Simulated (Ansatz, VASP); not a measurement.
# Two plane-wave programs on SnSbS2

```xyz
4
Lattice="2.0082 1.1594 7.4670 -2.0082 1.1594 7.4670 0.0000 -2.3189 7.4670" Properties=species:S:1:pos:R:3 pbc="T T T"
Sn    0.0000    0.0000    0.0000
Sb    0.0000    0.0000   11.2005
S     0.0000    0.0000   17.1933
S     0.0000    0.0000    5.2076
```

Change from the starting cell: species swapped into the RbGdSe2 type (R-3m, No. 166).

Alike in both runs: task relaxation of cell and atoms; functional PBE; k mesh 6 × 6 × 6; occupations gaussian, width 0.1 eV; no spin polarisation.

```csv
,VASP,Ansatz
version,VASP 6.6.1,Ansatz 0.2.0
potentials or method,"VASP PAW PBE potentials, release 64 (Sn_d, Sb, S), cutoff 600 eV","scalar-relativistic, plane waves, PAW"
valence electrons in the cell,31,41
```

|  | VASP | Ansatz | Ansatz less VASP |
| --- | --- | --- | --- |
| gap on the k mesh at the Fermi level, each at its own relaxed structure (eV) | none | none | - |
| relaxed volume (Å³/atom) | 23.80 | 23.95 | +0.148 |
| relaxed cell length with the largest relative difference (Å) | 7.943 | 7.965 | +0.0220 |

A gap of «none» marks a metal or a gap that the smearing closes. VASP's potentials hold 31 valence electrons a cell and Ansatz's 41, so a difference there can come from the potentials and not from the codes.

Neither program's run includes spin-orbit coupling.
